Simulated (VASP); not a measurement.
# Cu (I4/mmm) in VASP: notebook

The runs below take Cu through single point, with PBE.

Program: VASP 6.6.1. These are calculated values, not measurements. Logs are shortened: lines on timing, memory, paths and dates and some standing lists are left out, and cuts for length are marked.

## Step 1: The cell of the first run

Symmetry: I4/mmm, No. 139, tetragonal system. The conventional cell has a = 2.620 Å, b = 2.620 Å, c = 3.796 Å, α = 90.00°, β = 90.00°, γ = 90.00°. Cu (site symmetry 4/mmm) has 12 Cu at 2.62 to 2.65 Å within 3.5 Å.

## Step 2: Single point, PBE (strain +0.025 along x and y, +0.050 along z)

Contents of INCAR:

```
SYSTEM = Cu
PREC = Accurate
ENCUT = 520
EDIFF = 1E-6
ISMEAR = 0
SIGMA = 0.15
LREAL = .False.
LASPH = .True.
NELM = 80
ALGO = Normal
ISIF = 2
LWAVE = .False.
LCHARG = .True.
GGA = PE
LELF = .True.
LVHAR = .True.
NBANDS = 12
```

Contents of KPOINTS:

```
regular mesh
0
Gamma
  22 22 22
  0 0 0
```

Contents of POSCAR:

```
Cu
1.0
    0.0000000000      1.8526875000      1.8978750000
    1.8526875000      0.0000000000      1.8978750000
    1.8526875000      1.8526875000      0.0000000000
Cu
1
Direct
    0.0000000000      0.0000000000      0.0000000000
```

Potentials or basis: VASP PAW PBE potentials, release 64 (Cu).

Started as:

```sh
cat potpaw_PBE.64/Cu/POTCAR > POTCAR
mpirun -np 1 vasp_std > vasp.out
```

OUTCAR:

```text
SYSTEM = Cu
   PREC = Accurate
   ENCUT = 520
   EDIFF = 1E-6
   ISMEAR = 0
   LREAL = .False.
   LASPH = .True.
   NELM = 80
   ISIF = 2
   GGA = PE

 ion  position               nearest neighbor table
   1  0.000  0.000  0.000-

  LATTYP: Found a body centered tetragonal cell.
 ALAT       =     2.6200957893
 C/A-ratio  =     1.4487065761

  Lattice vectors:

 A1 = (  -1.8526875000,   0.0000000000,   1.8978750000)
 A2 = (   1.8526875000,   0.0000000000,   1.8978750000)
 A3 = (   0.0000000000,   1.8526875000,  -1.8978750000)

Analysis of symmetry for initial positions (statically):
=====================================================================
 Subroutine PRICEL returns:
 Original cell was already a primitive cell.

 Routine SETGRP: Setting up the symmetry group for a
 body centered tetragonal supercell.

 Subroutine GETGRP returns: Found 16 space group operations
 (whereof 16 operations were pure point group operations)
 out of a pool of 16 trial point group operations.

The static configuration has the point symmetry D_4h.

Analysis of symmetry for dynamics (positions and initial velocities):
=====================================================================
 Subroutine PRICEL returns:
 Original cell was already a primitive cell.

 Routine SETGRP: Setting up the symmetry group for a
 body centered tetragonal supercell.

 Subroutine GETGRP returns: Found 16 space group operations
 (whereof 16 operations were pure point group operations)
 out of a pool of 16 trial point group operations.

The dynamic configuration has the point symmetry D_4h.

 Subroutine INISYM returns: Found 16 space group operations
 (whereof 16 operations are pure point group operations),
 and found     1 'primitive' translations

----------------------------------------------------------------------------------------

                                     Primitive cell

  volume of cell :      13.0287

  direct lattice vectors                    reciprocal lattice vectors
     0.000000000  1.852687500  1.897875000    -0.269878217  0.269878217  0.263452546
     1.852687500  0.000000000  1.897875000     0.269878217 -0.269878217  0.263452546
     1.852687500  1.852687500  0.000000000     0.269878217  0.269878217 -0.263452546

  length of vectors
     2.652240654  2.652240654  2.620095789     0.463762599  0.463762599  0.463762599

  position of ions in fractional coordinates (direct lattice)
     0.000000000  0.000000000  0.000000000

[... 82 lines left out ...]
   ISYM   =      2    0-nonsym 1-usesym 2-fastsym
   POTIM  = 0.5000    time-step for ionic-motion
   TEBEG  =    0.0;   TEEND  =   0.0 temperature during run
   PSTRESS=    0.0 pullay stress
   NELECT =      11.0000    total number of electrons
   NUPDOWN=      -1.0000    fix difference up-down
   EMIN   =  10.00;   EMAX   =-10.00  energy-range for DOS
   EFERMI =   0.00;   METHOD = LEGACY
   ISMEAR =     0;   SIGMA  =   0.15  broadening in eV -4-tet -1-fermi 0-gaus
   EFERMI_NEDOS =   21; number of points for ismear=-14 and -15
   IALGO  =     38    algorithm
   IMIX   =      4    mixing-type and parameters
     AMIX     =   0.40;   BMIX     =  1.00
     AMIX_MAG =   1.60;   BMIX_MAG =  1.00
  volume/ion in A,a.u.               =      13.03        87.92
  Fermi-wavevector in a.u.,A,eV,Ry     =   1.547290  2.923954 32.573798  2.394107
  Thomas-Fermi vector in A             =   2.652405
   LORBIT       =      0    0 simple, 1 ext, 2 COOP (PROOUT), +10 PAW based schemes
   GGA     = PE    functional components
   LHFCALC =     F    Hartree Fock is set to
   AEXX    =    0.0000 exact exchange contribution
   IVDW    =     0    specifies the selected vdW correction
   LEPSILON=     F    determine dielectric tensor
   LRPA    =     F    only Hartree local field effects (RPA)
 non-spin polarized calculation
 Gauss-broadening in eV      SIGMA  =   0.15
  energy-cutoff  :      520.00
  volume of cell :       13.03
 maximum number of plane-waves:       362
   NGX =  9   NGY =  9   NGZ =  9

 number of electron      11.0000001 magnetization

 Free energy of the ion-electron system (eV)
  ---------------------------------------------------
  ext. energy  EPLUGINS =         0.00000000
  ---------------------------------------------------
  free energy    TOTEN  =        -3.69813924 eV

  energy without entropy =       -3.69522214  energy(sigma->0) =       -3.69668069

 E-fermi :   6.4260     XC(G=0): -12.1660

 val. band max:        6.4247117385   @ k =   0.4545   0.0000   0.2727
 cond. band min:       6.4489528254   @ k =  -0.1818   0.3182   0.1818
 fundamental gap:      0.0242410869
 Fermi energy:         6.4260106177

 k-point     1 :       0.0000    0.0000    0.0000
  band No.  band energies     occupation
      1      -2.1995      2.00000
      2       3.6183      2.00000
      3       3.7215      2.00000
      4       3.7215      2.00000
      5       4.3392      2.00000
      6       4.4409      2.00000
      7      28.2430      0.00000
      8      30.1229      0.00000
      9      30.1469      0.00000
     10      30.1469      0.00000
     11      32.5784      0.00000
     12      32.5784      0.00000
[... 331 lines left out ...]
 k-point    24 :      -0.4545    0.0455    0.0000
  band No.  band energies     occupation
      1       1.8955      2.00000
      2       3.5964      2.00000
      3       3.7315      2.00000
      4       4.6677      2.00000
      5       4.8380      2.00000
      6       5.8287      2.00000
      7       9.9909      0.00000
      8      25.0321      0.00000
      9      27.1865      0.00000
     10      27.2152      0.00000
     11      30.7941      0.00000
     12      30.9247      0.00000

 [... further k-points ...]

------------------------ aborting loop because EDIFF is reached ----------------------------------------

  FORCE on cell =-STRESS in cart. coord.  units (eV):
  Direction    XX          YY          ZZ          XY          YZ          ZX
  --------------------------------------------------------------------------------------
  -------------------------------------------------------------------------------------
  Total       -0.7087106     -0.7087106     -0.8045423      0.0000000      0.0000000     -0.0000000
  in kB      -87.1520480    -87.1520480    -98.9367256      0.0000000      0.0000000     -0.0000000
  external PRESSURE =     -91.0802738 kB  Pullay stress =       0.0000000 kB

 VOLUME and BASIS-vectors are now :
 -----------------------------------------------------------------------------
  energy-cutoff  :      520.00
  volume of cell :       13.03
      direct lattice vectors                 reciprocal lattice vectors
     0.000000000  1.852687500  1.897875000    -0.269878217  0.269878217  0.263452546
     1.852687500  0.000000000  1.897875000     0.269878217 -0.269878217  0.263452546
     1.852687500  1.852687500  0.000000000     0.269878217  0.269878217 -0.263452546

 POSITION                                       TOTAL-FORCE (eV/Angst)
 -----------------------------------------------------------------------------------
      0.00000      0.00000      0.00000         0.000000     -0.000000      0.000000
 -----------------------------------------------------------------------------------
    total drift:                               -0.000000     -0.000000     -0.000000

  FREE ENERGIE OF THE ION-ELECTRON SYSTEM (eV)
  ---------------------------------------------------
  free  energy   TOTEN  =        -3.6981392390 eV

  energy  without entropy=       -3.6952221372  energy(sigma->0) =       -3.69668069
```

stdout:

```text
POSCAR found type information on POSCAR Cu
 POSCAR found :  1 types and       1 ions
 scaLAPACK will be used
 LDA part: xc-table for (Slater+PW92), standard interpolation
 POSCAR, INCAR and KPOINTS ok, starting setup
 FFT: planning ... GRIDC
 FFT: planning ... GRID_SOFT
 FFT: planning ... GRID
 WAVECAR not read
 entering main loop
```

Run time: 61 s. Hardware: 1 thread of AMD EPYC 9R14 (Zen 4), shared host; peak memory 0.2 GiB.

Results:

```
Free energy : -3.6981 eV
Pressure    : -9.1 GPa
```

Caveat: the cell differs from its parent crystal (strain +0.025 along x and y, +0.050 along z).

## Step 3: Single point, PBE (strain +0.050 along x and y, +0.025 along z)

Contents of INCAR:

```
SYSTEM = Cu
PREC = Accurate
ENCUT = 520
EDIFF = 1E-7
ISMEAR = 0
SIGMA = 0.15
LREAL = .FALSE.
LASPH = .TRUE.
NELM = 60
ALGO = Normal
ISIF = 2
LWAVE = .FALSE.
LCHARG = .FALSE.
GGA = PE
NBANDS = 12
```

Contents of KPOINTS:

```
Automatic mesh
0
G
  22 22 22
  0 0 0
```

Contents of POSCAR:

```
Cu
1.0
    0.0000000000      1.8978750000      1.8526875000
    1.8978750000      0.0000000000      1.8526875000
    1.8978750000      1.8978750000      0.0000000000
Cu
1
Direct
    0.0000000000      0.0000000000      0.0000000000
```

Potentials or basis: VASP PAW PBE potentials, release 64 (Cu).

Started as:

```sh
cat potpaw_PBE.64/Cu/POTCAR > POTCAR
mpirun -np 1 vasp_std > vasp.out
```

Wall time 60 s (1 thread of AMD EPYC 9R14 (Zen 4), shared host); peak memory 0.2 GiB.

It converged, with:

| Property | Result |
| --- | --- |
| Free energy | -3.6781 eV |
| Pressure | -11.1 GPa |

Stress tensor (GPa, compression positive):
```
-11.39   0.00   0.00
  0.00 -11.39   0.00
  0.00   0.00 -10.43
```

Levels at points of the mesh, in eV from the Fermi level:
```
           k point  band 4  band 5  band 6  band 7  band 8  band 9
(0.00, 0.00, 0.00)   -2.61   -2.05   -1.95   21.62   23.33   23.33
(0.50, 0.00, 0.00)   -1.55   -1.51   -0.65    3.19   19.87   19.88
(0.50, 0.50, 0.00)   -1.40   -1.40    1.91    6.70   11.82   11.82
(0.50, 0.00, 0.50)   -1.44   -1.38    1.44    6.10   12.32   12.39
```

Caveat: the cell differs from its parent crystal (strain +0.050 along x and y, +0.025 along z).
